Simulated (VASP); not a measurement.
# Ir (I4/mmm) in VASP: single point with LDA

Aim: the single point of Ir with LDA.

All numbers are computed with VASP 6.6.1; they aren't measurements. Logs are shortened: lines on timing, memory, paths and dates and some standing lists are left out, and cuts for length are marked.

## 1. The cell of the first run

It takes space group I4/mmm (No. 139, tetragonal). Conventional cell: a = 2.649 Å, b = 2.649 Å, c = 4.047 Å, α = 90.00°, β = 90.00°, γ = 90.00°. Within 3.5 Å of Ir (site symmetry 4/mmm) lie 12 Ir at 2.65 to 2.76 Å.

## 2. Single point, LDA (14.20 Å³/atom)

Contents of INCAR:

```
PREC = Accurate
ENCUT = 560
EDIFF = 1E-6
ISMEAR = 0
SIGMA = 0.15
LREAL = F
LASPH = T
NELM = 120
ALGO = Normal
ISIF = 2
LWAVE = F
LCHARG = F
GGA = CA
NBANDS = 14
GGA_COMPAT = F
```

Contents of KPOINTS:

```
Automatic mesh
0
Gamma
  22 22 22
```

Contents of POSCAR:

```
Ir
1.0
    0.0000000000      1.8733205500      2.0237481902
    1.8733205500      0.0000000000      2.0237481902
    1.8733205500      1.8733205500      0.0000000000
Ir
1
Direct
    0.0000000000      0.0000000000      0.0000000000
```

Potentials or basis: VASP PAW LDA potentials, release 64 (Ir_sv_GW).

Launch:

```console
cat potpaw_LDA.64/Ir_sv_GW/POTCAR > POTCAR
mpirun -np 1 vasp_std > vasp.out
```

OUTCAR:

```text
PREC = Accurate
   ENCUT = 560
   EDIFF = 1E-6
   ISMEAR = 0
   LREAL = F
   LASPH = T
   NELM = 120
   ISIF = 2
   GGA = CA

 ion  position               nearest neighbor table
   1  0.000  0.000  0.000-

  LATTYP: Found a body centered tetragonal cell.
 ALAT       =     2.6492753285
 C/A-ratio  =     1.5277749115

  Lattice vectors:

 A1 = (  -1.8733205500,   0.0000000000,   2.0237481902)
 A2 = (   1.8733205500,   0.0000000000,   2.0237481902)
 A3 = (   0.0000000000,   1.8733205500,  -2.0237481902)

Analysis of symmetry for initial positions (statically):
=====================================================================
 Subroutine PRICEL returns:
 Original cell was already a primitive cell.

 Routine SETGRP: Setting up the symmetry group for a
 body centered tetragonal supercell.

 Subroutine GETGRP returns: Found 16 space group operations
 (whereof 16 operations were pure point group operations)
 out of a pool of 16 trial point group operations.

The static configuration has the point symmetry D_4h.

Analysis of symmetry for dynamics (positions and initial velocities):
=====================================================================
 Subroutine PRICEL returns:
 Original cell was already a primitive cell.

 Routine SETGRP: Setting up the symmetry group for a
 body centered tetragonal supercell.

 Subroutine GETGRP returns: Found 16 space group operations
 (whereof 16 operations were pure point group operations)
 out of a pool of 16 trial point group operations.

The dynamic configuration has the point symmetry D_4h.

 Subroutine INISYM returns: Found 16 space group operations
 (whereof 16 operations are pure point group operations),
 and found     1 'primitive' translations

----------------------------------------------------------------------------------------

                                     Primitive cell

  volume of cell :      14.2040

  direct lattice vectors                    reciprocal lattice vectors
     0.000000000  1.873320550  2.023748190    -0.266905736  0.266905736  0.247066311
     1.873320550  0.000000000  2.023748190     0.266905736 -0.266905736  0.247066311
     1.873320550  1.873320550  0.000000000     0.266905736  0.266905736 -0.247066311

  length of vectors
     2.757695890  2.757695890  2.649275328     0.451130919  0.451130919  0.451130919

  position of ions in fractional coordinates (direct lattice)
     0.000000000  0.000000000  0.000000000

  ion indices of the primitive-cell ions
   primitive index   ion index
                 1           1

----------------------------------------------------------------------------------------

 KPOINTS: Automatic mesh

Automatic generation of k-mesh.
 Grid dimensions read from file:
 generate k-points for:   22   22   22

 Generating k-lattice:

  Cartesian coordinates                     Fractional coordinates (reciprocal lattice)
    -0.012132079  0.012132079  0.011230287     0.045454545  0.000000000  0.000000000
     0.012132079 -0.012132079  0.011230287     0.000000000  0.045454545  0.000000000
     0.012132079  0.012132079 -0.011230287    -0.000000000 -0.000000000  0.045454545

  Length of vectors
     0.020505951  0.020505951  0.020505951

  Shift w.r.t. Gamma in fractional coordinates (k-lattice)
     0.000000000  0.000000000  0.000000000

 Subroutine IBZKPT returns following result:
 ===========================================

 Found    834 irreducible k-points:

 Following reciprocal coordinates:
            Coordinates               Weight
  0.000000  0.000000  0.000000      1.000000
  0.045455  0.000000  0.000000      8.000000
  0.090909  0.000000  0.000000      8.000000
  0.136364  0.000000  0.000000      8.000000
  0.181818  0.000000  0.000000      8.000000
  0.227273  0.000000  0.000000      8.000000
[... 16 lines left out ...]
  0.500000  0.045455  0.000000      8.000000
 -0.454545  0.045455  0.000000      8.000000
 [... further k-points ...]
   k-points           NKPTS =    834   k-points in BZ     NKDIM =    834   number of bands    NBANDS=     14
   number of dos      NEDOS =    301   number of ions     NIONS =      1
   total plane-waves  NPLWV =  11520
   dimension x,y,z NGX =    24 NGY =   24 NGZ =   20
   dimension x,y,z NGXF=    48 NGYF=   48 NGZF=   40
   ions per type =               1
   NGX,Y,Z   is equivalent  to a cutoff of  14.47, 14.47, 12.55 a.u.
   NGXF,Y,Z  is equivalent  to a cutoff of  28.94, 28.94, 25.10 a.u.
 SYSTEM =  unknown system
   PREC   = accura    normal or accurate (medium, high low for compatibility)
   ISTART =      0    job   : 0-new  1-cont  2-samecut
   ICHARG =      2    charge: 1-file 2-atom 10-const
   ISPIN  =      1    spin polarized calculation?
   LNONCOLLINEAR =      F non collinear calculations
   LSORBIT =      F    spin-orbit coupling
   LASPH  =      T    aspherical Exc in radial PAW
   ENCUT  =  560.0 eV  41.16 Ry    6.42 a.u.   5.32  5.32  5.11*2*pi/ulx,y,z
   NELM   =    120;   NELMIN=  2; NELMDL= -5     # of ELM steps
   EDIFF  = 0.1E-05   stopping-criterion for ELM
   LREAL  =      F    real-space projection
[... 7 lines left out ...]
   TEBEG  =    0.0;   TEEND  =   0.0 temperature during run
   PSTRESS=    0.0 pullay stress
   NELECT =      17.0000    total number of electrons
   NUPDOWN=      -1.0000    fix difference up-down
   EMIN   =  10.00;   EMAX   =-10.00  energy-range for DOS
   EFERMI =   0.00;   METHOD = LEGACY
   ISMEAR =     0;   SIGMA  =   0.15  broadening in eV -4-tet -1-fermi 0-gaus
   EFERMI_NEDOS =   21; number of points for ismear=-14 and -15
   IALGO  =     38    algorithm
   IMIX   =      4    mixing-type and parameters
     AMIX     =   0.40;   BMIX     =  1.00
     AMIX_MAG =   1.60;   BMIX_MAG =  1.00
  volume/ion in A,a.u.               =      14.20        95.85
  Fermi-wavevector in a.u.,A,eV,Ry     =   1.738151  3.284630 41.105514  3.021170
  Thomas-Fermi vector in A             =   2.811238
   LORBIT       =      0    0 simple, 1 ext, 2 COOP (PROOUT), +10 PAW based schemes
   GGA     = CA    functional components
   LHFCALC =     F    Hartree Fock is set to
   AEXX    =    0.0000 exact exchange contribution
   IVDW    =     0    specifies the selected vdW correction
   LEPSILON=     F    determine dielectric tensor
   LRPA    =     F    only Hartree local field effects (RPA)
 non-spin polarized calculation
 Gauss-broadening in eV      SIGMA  =   0.15
  energy-cutoff  :      560.00
  volume of cell :       14.20
 maximum number of plane-waves:       443
 NGX is ok and might be reduce to    24
   NGX = 11   NGY = 11   NGZ = 11

 number of electron      17.0000000 magnetization

 Free energy of the ion-electron system (eV)
  ---------------------------------------------------
  ext. energy  EPLUGINS =         0.00000000
  ---------------------------------------------------
  free energy    TOTEN  =       -10.83382044 eV

  energy without entropy =      -10.82210208  energy(sigma->0) =      -10.82796126

 E-fermi :  12.5400     XC(G=0): -14.7568

 val. band max:       12.5383494030   @ k =   0.4545   0.0909   0.2727
 cond. band min:      12.5409013000   @ k =   0.5000   0.4545   0.0000
 fundamental gap:      0.0025518969
 Fermi energy:        12.5400165371

 k-point     1 :       0.0000    0.0000    0.0000
  band No.  band energies     occupation
      1     -79.9413      2.00000
      2     -36.6534      2.00000
      3     -36.5837      2.00000
      4     -36.5837      2.00000
      5       1.5339      2.00000
      6       8.0267      2.00000
      7       9.0901      2.00000
      8       9.0901      2.00000
      9      10.6594      2.00000
     10      12.0632      1.99999
     11      26.3402      0.00000
     12      30.2094      0.00000
     13      32.4948      0.00000
     14      32.4948      0.00000

 k-point     2 :       0.0455    0.0000    0.0000
  band No.  band energies     occupation
      1     -79.9396      2.00000
      2     -36.6596      2.00000
      3     -36.5966      2.00000
      4     -36.5850      2.00000
      5       1.6268      2.00000
      6       8.0483      2.00000
      7       9.0559      2.00000
      8       9.1298      2.00000
      9      10.6467      2.00000
     10      12.0236      2.00000
     11      26.5015      0.00000
     12      30.2269      0.00000
     13      32.1539      0.00000
     14      32.6569      0.00000

 k-point     3 :       0.0909    0.0000    0.0000
  band No.  band energies     occupation
      1     -79.9352      2.00000
      2     -36.6872      2.00000
      3     -36.6266      2.00000
      4     -36.5886      2.00000
      5       1.8992      2.00000
      6       8.0939      2.00000
      7       8.9724      2.00000
      8       9.2419      2.00000
      9      10.6275      2.00000
     10      11.9174      2.00000
     11      26.9570      0.00000
     12      29.9711      0.00000
     13      31.8091      0.00000
     14      33.1330      0.00000
[... 324 lines left out ...]
 k-point    23 :       0.5000    0.0455    0.0000
  band No.  band energies     occupation
      1     -79.8733      2.00000
      2     -37.3934      2.00000
      3     -36.7947      2.00000
      4     -36.6529      2.00000
      5       4.5995      2.00000
      6       8.0434      2.00000
      7       9.2107      2.00000
      8      11.5029      2.00000
      9      13.2365      0.00000
     10      14.0558      0.00000
     11      19.9043      0.00000
     12      25.9057      0.00000
     13      31.2098      0.00000
     14      32.2619      0.00000

 k-point    24 :      -0.4545    0.0455    0.0000
  band No.  band energies     occupation
      1     -79.8734      2.00000
      2     -37.3926      2.00000
      3     -36.7958      2.00000
      4     -36.6498      2.00000
      5       4.6031      2.00000
      6       8.0719      2.00000
      7       9.2033      2.00000
      8      11.3778      2.00000
      9      13.1216      0.00000
     10      14.1743      0.00000
     11      20.0121      0.00000
     12      25.9465      0.00000
     13      31.0451      0.00000
     14      32.5200      0.00000

 [... further k-points ...]
[... 5 lines left out ...]
  --------------------------------------------------------------------------------------
  -------------------------------------------------------------------------------------
  Total        0.0763783      0.0763783     -2.4755847      0.0000000      0.0000000     -0.0000000
  in kB        8.6152951      8.6152951   -279.2400544      0.0000000      0.0000000     -0.0000000
  external PRESSURE =     -87.3364881 kB  Pullay stress =       0.0000000 kB

 VOLUME and BASIS-vectors are now :
 -----------------------------------------------------------------------------
  energy-cutoff  :      560.00
  volume of cell :       14.20
      direct lattice vectors                 reciprocal lattice vectors
     0.000000000  1.873320550  2.023748190    -0.266905736  0.266905736  0.247066311
     1.873320550  0.000000000  2.023748190     0.266905736 -0.266905736  0.247066311
     1.873320550  1.873320550  0.000000000     0.266905736  0.266905736 -0.247066311

 POSITION                                       TOTAL-FORCE (eV/Angst)
 -----------------------------------------------------------------------------------
      0.00000      0.00000      0.00000         0.000000     -0.000000      0.000000
 -----------------------------------------------------------------------------------
    total drift:                                0.000000      0.000000      0.000000

  FREE ENERGIE OF THE ION-ELECTRON SYSTEM (eV)
  ---------------------------------------------------
  free  energy   TOTEN  =       -10.8338204361 eV

  energy  without entropy=      -10.8221020773  energy(sigma->0) =      -10.82796126
```

Run time: 62 s. Hardware: 1 thread of Intel Xeon 6975P-C (Granite Rapids), shared host; peak memory 0.29 GiB.

What came out:

```
Free energy            : -10.8338 eV
Pressure               : -8.7 GPa
Band gap on the k mesh : zero (an odd number of electrons rules out a gap without spin polarisation)
```

Stress tensor (GPa, compression positive):
```
  0.86   0.00   0.00
  0.00   0.86   0.00
  0.00   0.00 -27.92
```

Levels at points of the mesh, in eV from the Fermi level:
```tsv
k point	band 4	band 5	band 6	band 7	band 8	band 9	band 10	band 11	band 12	band 13
(0.00, 0.00, 0.00)	-49.12	-11.01	-4.51	-3.45	-3.45	-1.88	-0.48	13.80	17.67	19.95
(0.50, 0.00, 0.00)	-49.19	-8.01	-4.44	-3.40	-0.64	0.68	1.17	7.35	13.24	18.68
(0.50, 0.50, 0.00)	-49.35	-7.90	-7.24	0.76	1.04	1.43	1.43	9.14	12.44	12.44
(0.50, 0.00, 0.50)	-49.44	-7.80	-7.24	0.79	0.97	2.07	2.33	10.69	11.29	11.54
```

Caveat: the stress differs along the axes, from -28 to 1 GPa; spin-orbit coupling is left out, which moves the levels of the heavy elements.
